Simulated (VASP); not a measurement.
Input of a VASP 6.6.1 run:

Contents of INCAR:

```
ALGO = Normal
EDIFF = 1E-7
ENCUT = 520
GGA = PE
ISIF = 2
ISMEAR = 0
LASPH = T
LCHARG = F
LREAL = F
LWAVE = F
NBANDS = 7
NELM = 60
PREC = Accurate
SIGMA = 0.1
```

File KPOINTS:

```
k-points
0
Gamma
  7 7 7
```

The input POSCAR:

```
Mg
1.0
    2.7691399856      0.0000000000      0.0000000000
    0.0000000000      2.7691399856      0.0000000000
    0.0000000000      0.0000000000      2.7691399856
Mg
1
Direct
    0.0000000000      0.0000000000      0.0000000000
```

Potentials or basis: VASP PAW PBE potentials, release 64 (Mg).

Command:

```bash
$ cat potpaw_PBE.64/Mg/POTCAR > POTCAR
$ mpirun -np 1 vasp_std > vasp.out
```

(1) Estimate the band gap on the k mesh.

(2) Predict the pressure.

Results:

(1) zero (band 1 reaches 5.95 eV, above the bottom of band 2 at 1.98 eV).

(2) 9.9 GPa.
